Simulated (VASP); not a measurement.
# Al2As (Fd-3m) in VASP: notebook, part 3 of 3

VASP 6.6.1. The steps go on from the part before.

## Step 4: Single point, PBE

This run uses another cell than the first one, of 17.97 Å³/atom, 0.988 times its volume.

INCAR reads:

```
SYSTEM = Al2As
PREC = Accurate
ENCUT = 520
EDIFF = 1E-6
ISMEAR = 0
SIGMA = 0.1
LREAL = .FALSE.
LASPH = .TRUE.
NELM = 100
ALGO = Normal
ISIF = 2
LWAVE = .FALSE.
LCHARG = .TRUE.
GGA = PE
LELF = .TRUE.
LVHAR = .TRUE.
NBANDS = 20
```

KPOINTS reads:

```
Automatic mesh
0
G
  4 4 4
  0 0 0
```

POSCAR reads:

```
Al2As
1.0
    0.0000000000      3.7776218800      3.7776218800
    3.7776218800      0.0000000000      3.7776218800
    3.7776218800      3.7776218800      0.0000000000
Al As
4 2
Direct
    0.6250000000      0.6250000000      0.6250000000
    0.1250000000      0.6250000000      0.6250000000
    0.6250000000      0.1250000000      0.6250000000
    0.6250000000      0.6250000000      0.1250000000
    0.0000000000      0.0000000000      0.0000000000
    0.2500000000      0.2500000000      0.2500000000
```

Potentials or basis: VASP PAW PBE potentials, release 64 (Al, As).

On the command line:

```
> cat potpaw_PBE.64/Al/POTCAR potpaw_PBE.64/As/POTCAR > POTCAR
> mpirun -np 1 vasp_std > vasp.out
```

OUTCAR:

```text
SYSTEM = Al2As
   PREC = Accurate
   ENCUT = 520
   EDIFF = 1E-6
   ISMEAR = 0
   LREAL = .FALSE.
   LASPH = .TRUE.
   NELM = 100
   ISIF = 2
   GGA = PE

 ion  position               nearest neighbor table
   1  0.625  0.625  0.625-   2 2.67   3 2.67   4 2.67   4 2.67   3 2.67   2 2.67   6 3.13   5 3.13
                             6 3.13   5 3.13   6 3.13   5 3.13
   2  0.125  0.625  0.625-   1 2.67   4 2.67   3 2.67   1 2.67   3 2.67   4 2.67   5 3.13   6 3.13
                             5 3.13   6 3.13   6 3.13   5 3.13
   3  0.625  0.125  0.625-   1 2.67   4 2.67   1 2.67   2 2.67   4 2.67   2 2.67   6 3.13   5 3.13
                             6 3.13   5 3.13   6 3.13   5 3.13
   4  0.625  0.625  0.125-   1 2.67   1 2.67   2 2.67   3 2.67   3 2.67   2 2.67   6 3.13   5 3.13
                             6 3.13   5 3.13   6 3.13   5 3.13
   5  0.000  0.000  0.000-   3 3.13   4 3.13   2 3.13   4 3.13   2 3.13   3 3.13   1 3.13   1 3.13
                             1 3.13   2 3.13   3 3.13   4 3.13
   6  0.250  0.250  0.250-   2 3.13   3 3.13   2 3.13   4 3.13   3 3.13   4 3.13   1 3.13   4 3.13
                             1 3.13   1 3.13   2 3.13   3 3.13

  LATTYP: Found a face centered cubic cell.
 ALAT       =     7.5552437600

  Lattice vectors:

 A1 = (   0.0000000000,   3.7776218800,   3.7776218800)
 A2 = (   3.7776218800,   0.0000000000,   3.7776218800)
 A3 = (   3.7776218800,   3.7776218800,   0.0000000000)

Analysis of symmetry for initial positions (statically):
=====================================================================
 Subroutine PRICEL returns:
 Original cell was already a primitive cell.

 Routine SETGRP: Setting up the symmetry group for a
 face centered cubic supercell.

 Subroutine GETGRP returns: Found 48 space group operations
 (whereof 24 operations were pure point group operations)
 out of a pool of 48 trial point group operations.

The static configuration has the point symmetry T_d .
 The point group associated with its full space group is O_h .

Analysis of symmetry for dynamics (positions and initial velocities):
=====================================================================
 Subroutine PRICEL returns:
 Original cell was already a primitive cell.

 Routine SETGRP: Setting up the symmetry group for a
 face centered cubic supercell.

 Subroutine GETGRP returns: Found 48 space group operations
 (whereof 24 operations were pure point group operations)
 out of a pool of 48 trial point group operations.

The dynamic configuration has the point symmetry T_d .
 The point group associated with its full space group is O_h .

 Subroutine INISYM returns: Found 48 space group operations
 (whereof 24 operations are pure point group operations),
 and found     1 'primitive' translations

----------------------------------------------------------------------------------------

                                     Primitive cell

  volume of cell :     107.8166

  direct lattice vectors                    reciprocal lattice vectors
     0.000000000  3.777621880  3.777621880    -0.132358403  0.132358403  0.132358403
     3.777621880  0.000000000  3.777621880     0.132358403 -0.132358403  0.132358403
     3.777621880  3.777621880  0.000000000     0.132358403  0.132358403 -0.132358403

  length of vectors
[... 47 lines left out ...]
  0.000000  0.000000  0.000000      1.000000
  0.250000  0.000000  0.000000      8.000000
  0.500000  0.000000  0.000000      4.000000
  0.250000  0.250000  0.000000      6.000000
  0.500000  0.250000  0.000000     24.000000
 -0.250000  0.250000  0.000000     12.000000
  0.500000  0.500000  0.000000      3.000000
 -0.250000  0.500000  0.250000      6.000000
   k-points           NKPTS =      8   k-points in BZ     NKDIM =      8   number of bands    NBANDS=     20
   number of dos      NEDOS =    301   number of ions     NIONS =      6
   total plane-waves  NPLWV =  64000
   dimension x,y,z NGX =    40 NGY =   40 NGZ =   40
   dimension x,y,z NGXF=    80 NGYF=   80 NGZF=   80
   ions per type =               4   2
   NGX,Y,Z   is equivalent  to a cutoff of  12.45, 12.45, 12.45 a.u.
   NGXF,Y,Z  is equivalent  to a cutoff of  24.89, 24.89, 24.89 a.u.
 SYSTEM =  Al2As
   PREC   = accura    normal or accurate (medium, high low for compatibility)
   ISTART =      0    job   : 0-new  1-cont  2-samecut
   ICHARG =      2    charge: 1-file 2-atom 10-const
   ISPIN  =      1    spin polarized calculation?
   LNONCOLLINEAR =      F non collinear calculations
   LSORBIT =      F    spin-orbit coupling
   LASPH  =      T    aspherical Exc in radial PAW
   ENCUT  =  520.0 eV  38.22 Ry    6.18 a.u.   9.93  9.93  9.93*2*pi/ulx,y,z
   NELM   =    100;   NELMIN=  2; NELMDL= -5     # of ELM steps
   EDIFF  = 0.1E-05   stopping-criterion for ELM
   LREAL  =      F    real-space projection
   EDIFFG = 0.1E-04   stopping-criterion for IOM
   NSW    =      0    number of steps for IOM
   IBRION =     -1    ionic relax: 0-MD 1-quasi-New 2-CG
   NFREE  =      0    steps in history (QN), initial steepest desc. (CG)
   ISIF   =      2    stress and relaxation
   ISYM   =      2    0-nonsym 1-usesym 2-fastsym
   POTIM  = 0.5000    time-step for ionic-motion
   TEBEG  =    0.0;   TEEND  =   0.0 temperature during run
   PSTRESS=    0.0 pullay stress
   NELECT =      22.0000    total number of electrons
   NUPDOWN=      -1.0000    fix difference up-down
   EMIN   =  10.00;   EMAX   =-10.00  energy-range for DOS
   EFERMI =   0.00;   METHOD = LEGACY
   ISMEAR =     0;   SIGMA  =   0.10  broadening in eV -4-tet -1-fermi 0-gaus
   EFERMI_NEDOS =   21; number of points for ismear=-14 and -15
   IALGO  =     38    algorithm
   IMIX   =      4    mixing-type and parameters
     AMIX     =   0.40;   BMIX     =  1.00
     AMIX_MAG =   1.60;   BMIX_MAG =  1.00
  volume/ion in A,a.u.               =      17.97       121.26
  Fermi-wavevector in a.u.,A,eV,Ry     =   0.963801  1.821319 12.638612  0.928912
  Thomas-Fermi vector in A             =   2.093377
   LORBIT       =      0    0 simple, 1 ext, 2 COOP (PROOUT), +10 PAW based schemes
   GGA     = PE    functional components
   LHFCALC =     F    Hartree Fock is set to
   AEXX    =    0.0000 exact exchange contribution
   IVDW    =     0    specifies the selected vdW correction
   LEPSILON=     F    determine dielectric tensor
   LRPA    =     F    only Hartree local field effects (RPA)
 non-spin polarized calculation
 Gauss-broadening in eV      SIGMA  =   0.10
  energy-cutoff  :      520.00
  volume of cell :      107.82
 maximum number of plane-waves:      2936
   NGX = 19   NGY = 19   NGZ = 19

 number of electron      21.9999999 magnetization

 Free energy of the ion-electron system (eV)
  ---------------------------------------------------
  ext. energy  EPLUGINS =         0.00000000
  ---------------------------------------------------
  free energy    TOTEN  =       -22.60603361 eV

  energy without entropy =      -22.57262734  energy(sigma->0) =      -22.58933048

 E-fermi :   7.3732     XC(G=0): -10.2525

 val. band max:        7.3717147217   @ k =   0.5000   0.0000   0.0000
 cond. band min:       7.4599315996   @ k =   0.5000   0.2500   0.0000
 fundamental gap:      0.0882168779
 Fermi energy:         7.3731756835

 k-point     1 :       0.0000    0.0000    0.0000
  band No.  band energies     occupation
      1      -5.9429      2.00000
      2      -2.2306      2.00000
      3       0.1527      2.00000
      4       3.0229      2.00000
      5       3.1995      2.00000
      6       3.1995      2.00000
[... 173 lines left out ...]
     19      12.4717      0.00000
     20      12.4717      0.00000

------------------------ aborting loop because EDIFF is reached ----------------------------------------

  FORCE on cell =-STRESS in cart. coord.  units (eV):
  Direction    XX          YY          ZZ          XY          YZ          ZX
  --------------------------------------------------------------------------------------
  -------------------------------------------------------------------------------------
  Total        0.6966090      0.6966090      0.6966090      0.0000000      0.0000000      0.0000000
  in kB       10.3517611     10.3517611     10.3517611      0.0000000      0.0000000      0.0000000
  external PRESSURE =      10.3517611 kB  Pullay stress =       0.0000000 kB

 VOLUME and BASIS-vectors are now :
 -----------------------------------------------------------------------------
  energy-cutoff  :      520.00
  volume of cell :      107.82
      direct lattice vectors                 reciprocal lattice vectors
     0.000000000  3.777621880  3.777621880    -0.132358403  0.132358403  0.132358403
     3.777621880  0.000000000  3.777621880     0.132358403 -0.132358403  0.132358403
     3.777621880  3.777621880  0.000000000     0.132358403  0.132358403 -0.132358403

 POSITION                                       TOTAL-FORCE (eV/Angst)
 -----------------------------------------------------------------------------------
      4.72203      4.72203      4.72203         0.000000     -0.000000     -0.000000
      4.72203      2.83322      2.83322         0.000000     -0.000000      0.000000
      2.83322      4.72203      2.83322         0.000000     -0.000000      0.000000
      2.83322      2.83322      4.72203         0.000000     -0.000000     -0.000000
      0.00000      0.00000      0.00000        -0.000000      0.000000     -0.000000
      1.88881      1.88881      1.88881         0.000000      0.000000      0.000000
 -----------------------------------------------------------------------------------
    total drift:                               -0.000000     -0.000000      0.000000

  FREE ENERGIE OF THE ION-ELECTRON SYSTEM (eV)
  ---------------------------------------------------
  free  energy   TOTEN  =       -22.6060336108 eV

  energy  without entropy=      -22.5726273429  energy(sigma->0) =      -22.58933048
```

Run time: 14 s. Hardware: 1 thread of AMD EPYC 9R45 (Zen 5), shared host; peak memory 0.2 GiB.

What came out:

| Item | Value |
| --- | --- |
| Free energy | -22.6060 eV |
| Pressure | 1.0 GPa |
| Band gap on the k mesh | zero (band 11 reaches 8.29 eV, above the bottom of band 12 at 5.61 eV) |

Caveat: the k points lie up to 0.36 Å⁻¹ apart.

## Step 5: Overview

```tsv
task	cell	k mesh	cutoff (eV)	gap on the mesh (eV)	pressure (GPa)
single point	a = 5.364 Å, angles 60.0°, 6 atoms	10 × 10 × 10	520	none	0.0
relaxation of cell and atoms	relaxed from a = 5.342 Å, angles 60.0°, 6 atoms	10 × 10 × 10	600	-	0.0
single point	a = 5.342 Å, angles 60.0°, 6 atoms	4 × 4 × 4	520	none	1.0
```

Alike in all rows: level PBE; potentials or basis VASP PAW PBE potentials, release 64 (Al, As); no spin polarisation; smearing gaussian 0.1 eV.

Caveats: some runs use coarse meshes; the bands computed are all filled at some k points, so no gap is given (some runs).

Total energies depend on the potentials used, so only differences within one code and one set of settings carry meaning.
